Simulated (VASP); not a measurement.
# ZrC (P1) in VASP: relaxation of cell and atoms with PBE

Aim: the relaxation of cell and atoms of ZrC with PBE.

All numbers are computed with VASP 6.6.1; they aren't measurements. Logs are shortened: lines on timing, memory, paths and dates and some standing lists are left out, and cuts for length are marked.

### 1 The cell of the first run

The typed cell holds 4 atoms: a = 3.200 Å, b = 3.241 Å, c = 5.853 Å, α = 73.39°, β = 73.57°, γ = 58.66°.

### 2 Relaxation of cell and atoms, PBE

Contents of INCAR:

```
SYSTEM = ZrC
ALGO = Normal ; EDIFF = 1E-6
EDIFFG = -0.025 ; ENCUT = 600
GGA = PE ; IBRION = 2
ISIF = 3 ; ISMEAR = 0
LASPH = .True. ; LCHARG = .False.
LREAL = .False. ; LWAVE = .False.
NELM = 80 ; NSW = 80
PREC = Accurate ; SIGMA = 0.2
```

Contents of KPOINTS:

```
k-points
0
Gamma
  8 8 8
  0 0 0
```

Contents of POSCAR:

```
ZrC
1.0
   -0.0355630490     -2.2380939094     -2.2875153979
   -2.2745664161     -0.0145132732     -2.3085651737
    2.4131303915      2.4398072123     -4.7411810496
Zr C
2 2
Direct
    0.3086380250      0.2887137156      0.2247570042
    0.6649017974      0.7899052932      0.7676593605
    0.5350446310      0.4614013292      0.4926074008
    0.9914155465      0.9599796620      1.0149762345
```

Potentials or basis: VASP PAW PBE potentials, release 64 (Zr_sv, C).

Started as:

```console
cat potpaw_PBE.64/Zr_sv/POTCAR potpaw_PBE.64/C/POTCAR > POTCAR
mpirun -np 1 vasp_std > vasp.out
```

OUTCAR:

```text
SYSTEM = ZrC
   EDIFF = 1E-6
   EDIFFG = -0.025
   ENCUT = 600
   GGA = PE
   IBRION = 2
   ISIF = 3
   ISMEAR = 0
   LASPH = .True.
   LREAL = .False.
   NELM = 80
   NSW = 80
   PREC = Accurate

 ion  position               nearest neighbor table
   1  0.309  0.289  0.225-   4 2.04   4 2.06   3 2.20   3 2.40   4 2.50   3 2.53   2 2.97   2 3.15
                             2 3.35   2 3.35   2 3.57   2 3.71
   2  0.665  0.790  0.768-   4 2.12   3 2.22   4 2.32   3 2.39   4 2.48   3 2.62   1 2.97   1 3.15
                             1 3.35   1 3.35   1 3.57   1 3.71
   3  0.535  0.461  0.493-   1 2.20   2 2.22   2 2.39   1 2.40   1 2.53   2 2.62
   4  0.991  0.960  0.015-   1 2.04   1 2.06   2 2.12   2 2.32   2 2.48   1 2.50

  LATTYP: Found a triclinic cell.
 ALAT       =     3.2408850917
 B/A-ratio  =     0.9875319052
 C/A-ratio  =     1.7969560961
 COS(alpha) =     0.0051002588
 COS(beta)  =     0.2692718296
 COS(gamma) =     0.5200591554

  Lattice vectors:

 A1 = (  -2.2745664161,  -0.0145132732,  -2.3085651737)
 A2 = (  -0.0355630490,  -2.2380939094,  -2.2875153979)
 A3 = (  -4.6876968076,  -2.4543204855,   2.4326158759)

Analysis of symmetry for initial positions (statically):
=====================================================================
 Subroutine PRICEL returns:
 Original cell was already a primitive cell.

 Routine SETGRP: Setting up the symmetry group for a
 triclinic supercell.

 Subroutine GETGRP returns: Found  1 space group operations
 (whereof  1 operations were pure point group operations)
 out of a pool of  2 trial point group operations.

The static configuration has the point symmetry C_1 .

Analysis of symmetry for dynamics (positions and initial velocities):
=====================================================================
 Subroutine PRICEL returns:
 Original cell was already a primitive cell.

 Routine SETGRP: Setting up the symmetry group for a
 triclinic supercell.

 Subroutine GETGRP returns: Found  1 space group operations
 (whereof  1 operations were pure point group operations)
 out of a pool of  2 trial point group operations.

The dynamic configuration has the point symmetry C_1 .

 Subroutine INISYM returns: Found  1 space group operations
 (whereof  1 operations are pure point group operations),
 and found     1 'primitive' translations

----------------------------------------------------------------------------------------

                                     Primitive cell

  volume of cell :      49.0157

  direct lattice vectors                    reciprocal lattice vectors
    -0.035563049 -2.238093909 -2.287515398     0.116314983 -0.333668382 -0.112504310
    -2.274566416 -0.014513273 -2.308565174    -0.330349142  0.116058326 -0.108415099
     2.413130392  2.439807212 -4.741181050     0.104733442  0.104476785 -0.103847824

  length of vectors
     3.200477429  3.240885092  5.852747668     0.370838218  0.366543209  0.180745299

  position of ions in fractional coordinates (direct lattice)
     0.308638025  0.288713716  0.224757004
     0.664901797  0.789905293  0.767659360
     0.535044631  0.461401329  0.492607401
     0.991415547  0.959979662  0.014976234

  ion indices of the primitive-cell ions
   primitive index   ion index
                 1           1
                 2           2
                 3           3
                 4           4

----------------------------------------------------------------------------------------

 KPOINTS: k-points

Automatic generation of k-mesh.
 Grid dimensions read from file:
 generate k-points for:    8    8    8

 Generating k-lattice:

  Cartesian coordinates                     Fractional coordinates (reciprocal lattice)
     0.014539373 -0.041708548 -0.014063039     0.125000000  0.000000000 -0.000000000
    -0.041293643  0.014507291 -0.013551887     0.000000000  0.125000000 -0.000000000
     0.013091680  0.013059598 -0.012980978    -0.000000000  0.000000000  0.125000000

  Length of vectors
     0.046354777  0.045817901  0.022593162

  Shift w.r.t. Gamma in fractional coordinates (k-lattice)
     0.000000000  0.000000000  0.000000000

 Subroutine IBZKPT returns following result:
 ===========================================

 Found    260 irreducible k-points:

 Following reciprocal coordinates:
            Coordinates               Weight
  0.000000  0.000000  0.000000      1.000000
  0.125000 -0.000000 -0.000000      2.000000
  0.250000 -0.000000 -0.000000      2.000000
  0.375000 -0.000000 -0.000000      2.000000
  0.500000 -0.000000 -0.000000      1.000000
  0.000000  0.125000  0.000000      2.000000
[... 16 lines left out ...]
  0.125000  0.375000 -0.000000      2.000000
  0.250000  0.375000  0.000000      2.000000
 [... further k-points ...]
   k-points           NKPTS =    260   k-points in BZ     NKDIM =    260   number of bands    NBANDS=     20
   number of dos      NEDOS =    301   number of ions     NIONS =      4
   total plane-waves  NPLWV =  37632
   dimension x,y,z NGX =    28 NGY =   28 NGZ =   48
   dimension x,y,z NGXF=    56 NGYF=   56 NGZF=   96
   ions per type =               2   2
   NGX,Y,Z   is equivalent  to a cutoff of  14.54, 14.36, 13.63 a.u.
   NGXF,Y,Z  is equivalent  to a cutoff of  29.09, 28.73, 27.27 a.u.
 SYSTEM =  ZrC
   PREC   = accura    normal or accurate (medium, high low for compatibility)
   ISTART =      0    job   : 0-new  1-cont  2-samecut
   ICHARG =      2    charge: 1-file 2-atom 10-const
   ISPIN  =      1    spin polarized calculation?
   LNONCOLLINEAR =      F non collinear calculations
   LSORBIT =      F    spin-orbit coupling
   LASPH  =      T    aspherical Exc in radial PAW
   ENCUT  =  600.0 eV  44.10 Ry    6.64 a.u.   6.39  6.47 11.69*2*pi/ulx,y,z
   NELM   =     80;   NELMIN=  2; NELMDL= -5     # of ELM steps
   EDIFF  = 0.1E-05   stopping-criterion for ELM
   LREAL  =      F    real-space projection
   EDIFFG = -.3E-01   stopping-criterion for IOM
   NSW    =     80    number of steps for IOM
   IBRION =      2    ionic relax: 0-MD 1-quasi-New 2-CG
   NFREE  =      1    steps in history (QN), initial steepest desc. (CG)
   ISIF   =      3    stress and relaxation
   ISYM   =      2    0-nonsym 1-usesym 2-fastsym
   POTIM  = 0.5000    time-step for ionic-motion
   TEBEG  =    0.0;   TEEND  =   0.0 temperature during run
   PSTRESS=    0.0 pullay stress
   NELECT =      32.0000    total number of electrons
   NUPDOWN=      -1.0000    fix difference up-down
   EMIN   =  10.00;   EMAX   =-10.00  energy-range for DOS
   EFERMI =   0.00;   METHOD = LEGACY
   ISMEAR =     0;   SIGMA  =   0.20  broadening in eV -4-tet -1-fermi 0-gaus
   EFERMI_NEDOS =   21; number of points for ismear=-14 and -15
   IALGO  =     38    algorithm
   IMIX   =      4    mixing-type and parameters
     AMIX     =   0.40;   BMIX     =  1.00
     AMIX_MAG =   1.60;   BMIX_MAG =  1.00
  volume/ion in A,a.u.               =      12.25        82.69
  Fermi-wavevector in a.u.,A,eV,Ry     =   1.420190  2.683769 27.442114  2.016938
  Thomas-Fermi vector in A             =   2.541131
   LORBIT       =      0    0 simple, 1 ext, 2 COOP (PROOUT), +10 PAW based schemes
   GGA     = PE    functional components
   LHFCALC =     F    Hartree Fock is set to
   AEXX    =    0.0000 exact exchange contribution
   IVDW    =     0    specifies the selected vdW correction
   LEPSILON=     F    determine dielectric tensor
   LRPA    =     F    only Hartree local field effects (RPA)
 conjugate gradient relaxation of ions
 non-spin polarized calculation
 Gauss-broadening in eV      SIGMA  =   0.20
  energy-cutoff  :      600.00
  volume of cell :       49.02
 maximum number of plane-waves:      1659
 NGX is ok and might be reduce to    28
   NGX = 13   NGY = 13   NGZ = 23

--------------------------------------- Ionic step        1  -------------------------------------------

 number of electron      32.0000000 magnetization

 Free energy of the ion-electron system (eV)
  ---------------------------------------------------
  ext. energy  EPLUGINS =         0.00000000
  ---------------------------------------------------
  free energy    TOTEN  =       -37.11957771 eV

  energy without entropy =      -37.11437886  energy(sigma->0) =      -37.11697829

 E-fermi :  10.3478     XC(G=0): -12.3709

 val. band max:       10.2240820768   @ k =   0.0000  -0.0000   0.2500
 cond. band min:      10.3491997674   @ k =   0.0000   0.0000   0.0000
 fundamental gap:      0.1251176906
 Fermi energy:        10.3478412586

 k-point     1 :       0.0000    0.0000    0.0000
  band No.  band energies     occupation
      1     -37.7046      2.00000
      2     -37.3498      2.00000
      3     -16.4053      2.00000
      4     -15.4554      2.00000
      5     -15.4120      2.00000
      6     -15.2552      2.00000
[... 541 lines left out ...]
     19      14.3066      0.00000
     20      15.0101      0.00000

 [... further k-points ...]

------------------------ aborting loop because EDIFF is reached ----------------------------------------

  FORCE on cell =-STRESS in cart. coord.  units (eV):
  Direction    XX          YY          ZZ          XY          YZ          ZX
  --------------------------------------------------------------------------------------
  -------------------------------------------------------------------------------------
  Total       10.0172251     12.6016903      3.6547358     -1.3441249      1.1742910      0.7082858
  in kB      327.4330557    411.9114758    119.4623550    -43.9354124     38.3840539     23.1517401
  external PRESSURE =     286.2689621 kB  Pullay stress =       0.0000000 kB
[... 95 lines left out ...]
  FREE ENERGIE OF THE ION-ELECTRON SYSTEM (eV)
  ---------------------------------------------------
  free  energy   TOTEN  =       -38.4352653927 eV

  energy  without entropy=      -38.4267343750  energy(sigma->0) =      -38.43099988

[... ionic steps 4 to 11 ...]

--------------------------------------- Ionic step       12  -------------------------------------------

 number of electron      32.0000000 magnetization

------------------------ aborting loop because EDIFF is reached ----------------------------------------
[... 71 lines left out ...]
--------------------------------------- Ionic step       14  -------------------------------------------

 number of electron      32.0000000 magnetization

 Free energy of the ion-electron system (eV)
  ---------------------------------------------------
  ext. energy  EPLUGINS =         0.00000000
  ---------------------------------------------------
  free energy    TOTEN  =       -38.92522198 eV

  energy without entropy =      -38.91124404  energy(sigma->0) =      -38.91823301

 E-fermi :   9.5119     XC(G=0): -12.0985

 val. band max:        9.5115939152   @ k =  -0.2500  -0.0000   0.3750
 cond. band min:       9.5124148757   @ k =  -0.2500  -0.2500   0.3750
 fundamental gap:      0.0008209605
 Fermi energy:         9.5119013735

 k-point     1 :       0.0000    0.0000    0.0000
  band No.  band energies     occupation
      1     -38.6009      2.00000
      2     -38.5019      2.00000
      3     -17.1492      2.00000
      4     -16.3946      2.00000
      5     -16.3943      2.00000
      6     -16.3164      2.00000
[... 541 lines left out ...]
     19      13.1127      0.00000
     20      13.8008      0.00000

 [... further k-points ...]

------------------------ aborting loop because EDIFF is reached ----------------------------------------

  FORCE on cell =-STRESS in cart. coord.  units (eV):
  Direction    XX          YY          ZZ          XY          YZ          ZX
  --------------------------------------------------------------------------------------
  -------------------------------------------------------------------------------------
  Total       -0.0564264     -0.0617946     -0.0663508      0.0029782     -0.0109725      0.0036912
  in kB       -1.7288538     -1.8933322     -2.0329287      0.0912494     -0.3361868      0.1130951
  external PRESSURE =      -1.8850382 kB  Pullay stress =       0.0000000 kB
[... 19 lines left out ...]
  FREE ENERGIE OF THE ION-ELECTRON SYSTEM (eV)
  ---------------------------------------------------
  free  energy   TOTEN  =       -38.9252219785 eV

  energy  without entropy=      -38.9112440413  energy(sigma->0) =      -38.91823301

 reached required accuracy - stopping structural energy minimisation
```

Wall time 19 min (1 thread of Intel Xeon 6975P-C (Granite Rapids), shared host); peak memory 0.44 GiB.

Results:

* Free energy: -38.9252 eV
* Relaxed volume: 13.07 Å³/atom
* Relaxed cell: a = 3.334 Å, b = 3.333 Å, c = 5.765 Å, α = 73.19°, β = 73.19°, γ = 60.00°
* Space group after relaxing (to 0.1 Å): Fm-3m (No. 225)
* Energy gained by relaxing: 451.4 meV/atom
* Ionic steps: 14
* Pressure after relaxing: -0.2 GPa
* Largest force after relaxing: 0.018 eV/Å
* Band gap on the k mesh: zero (bands 16 and 17 overlap by 1.31 eV)

Forces in eV/Å, atoms in the order of the input:
```
Zr  -0.006  0.007  0.008
Zr   0.008  0.001 -0.002
C    0.005  0.008 -0.008
C   -0.007 -0.016  0.002
```

Step by step:
```csv
step,energy change (eV),largest force (eV/Å),pressure (GPa),volume (Å³)
1,0.0000,6.6198,28.63,49.02
2,0.3122,2.4146,-28.14,66.05
3,-1.3157,1.2246,-9.19,55.75
4,-1.3256,1.3198,-7.41,55.25
5,-1.3265,1.3853,-6.49,55.00
6,-1.6245,1.3079,1.87,52.26
7,-1.6420,1.4147,5.12,51.43
8,-1.7690,0.3842,-0.46,52.39
9,-1.7711,0.3854,-0.01,52.28
10,-1.8027,0.2261,-0.15,52.29
11,-1.8027,0.2299,-0.15,52.29
12,-1.8052,0.0683,0.17,52.21
13,-1.8052,0.0815,0.20,52.20
14,-1.8056,0.0181,-0.19,52.29
```

Final structure:
```cif
data_structure
_symmetry_space_group_name_H-M 'P 1'
_symmetry_Int_Tables_number 1
_cell_length_a 3.3338
_cell_length_b 3.3332
_cell_length_c 5.7648
_cell_angle_alpha 73.195
_cell_angle_beta 73.189
_cell_angle_gamma 59.998
_cell_volume 52.29
loop_
_atom_site_label
_atom_site_type_symbol
_atom_site_fract_x
_atom_site_fract_y
_atom_site_fract_z
_atom_site_occupancy
Zr1 Zr 0.25033 0.24983 0.25002 1
Zr2 Zr 0.74988 0.75019 0.74995 1
C1 C 0.50011 0.49998 0.49988 1
C2 C 0.99968 0.00000 0.00015 1
```

PBE usually gives volumes a little too large and moduli too small. Zero-point motion and thermal expansion aren't in these numbers.
